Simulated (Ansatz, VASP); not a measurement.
Ta: VASP beside Ansatz

INCAR

```
PREC = Accurate
ENCUT = 520
EDIFF = 1E-6
ISMEAR = 0
SIGMA = 0.15
LREAL = F
LASPH = T
NELM = 100
ALGO = Fast
ISIF = 2
LWAVE = F
LCHARG = T
GGA = PE
LELF = T
LVHAR = T
NBANDS = 12
```

Contents of KPOINTS:

```
Automatic mesh
0
Gamma
  20 20 20
```

File POSCAR:

```
Ta
1.0
   -1.7008184000      1.7008184000      1.6512800000
    1.7008184000     -1.7008184000      1.6512800000
    1.7008184000      1.7008184000     -1.6512800000
Ta
1
Direct
    0.0000000000      0.0000000000      0.0000000000
```

Input for Ansatz:

```yaml
crystal:
  lattice:
    - [-1.7008184, 1.7008184, 1.65128]
    - [1.7008184, -1.7008184, 1.65128]
    - [1.7008184, 1.7008184, -1.65128]
  atoms:
    - { symbol: Ta, position: [0.0, 0.0, 0.0] }
basis:
  ecutwfc: 420
kpoints:
  mp_grid: { grid: [20, 20, 20] }
hamiltonian:
  xc: pbe
scf:
  occupations: { method: gaussian, width: 0.15 }
output:
  forces: true
  stress: true
  eigenvalues: true
```

Change from the starting cell: strain +0.030 along x and y, +0.000 along z, atoms carried along.

Alike in both runs: task single point; functional PBE; k mesh 20 × 20 × 20; occupations gaussian, width 0.15 eV; no spin polarisation.

|  | VASP | Ansatz |
| --- | --- | --- |
| version | VASP 6.6.1 | Ansatz 0.2.0 |
| potentials or method | VASP PAW PBE potentials, release 64 (Ta_pv), cutoff 520 eV | scalar-relativistic, plane waves, PAW |
| valence electrons in the cell | 11 | 13 |

```csv
,VASP,Ansatz,Ansatz less VASP
gap on the k mesh at the Fermi level (eV),none,none,-
pressure (GPa),-7.8,-7.8,-0.02
"traceless stress, the component that is largest in VASP (GPa)",1.82,1.83,+0.005
```

A gap of «none» marks a metal or a gap that the smearing closes. VASP's potentials hold 11 valence electrons a cell and Ansatz's 13, so a difference there can come from the potentials and not from the codes.

Neither program's run includes spin-orbit coupling.
